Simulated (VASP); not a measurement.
A run of VASP 6.6.1:

The input INCAR:

```
PREC = Accurate
ENCUT = 520
EDIFF = 1E-6
ISMEAR = -1
SIGMA = 0.1
LREAL = F
LASPH = T
NELM = 80
ALGO = Normal
ISIF = 2
LWAVE = F
LCHARG = F
GGA = PS
NBANDS = 16
```

File KPOINTS:

```
Automatic mesh
0
Gamma
  8 8 8
```

Contents of POSCAR:

```
HgTe
1.0
   -3.0456000000      3.0456000000      1.5594100000
    3.0456000000     -3.0456000000      1.5594100000
    3.0456000000      3.0456000000     -1.5594100000
Hg Te
1 1
Direct
    0.2500000000      0.7500000000      0.5000000000
    0.0000000000      0.0000000000      0.0000000000
```

Potentials or basis: VASP PAW PBE potentials, release 64 (Hg, Te).

Run with:

```console
$ cat potpaw_PBE.64/Hg/POTCAR potpaw_PBE.64/Te/POTCAR > POTCAR
$ mpirun -np 1 vasp_std > vasp.out
```

Hardware: 1 thread of Intel Xeon 8259CL, on a shared host.

How long does it take, and how much memory?

Wall time 80 s on 1 thread of Intel Xeon 8259CL, on a shared host, peak memory 0.24 GiB. Counts: scf iterations 12, k points 59.
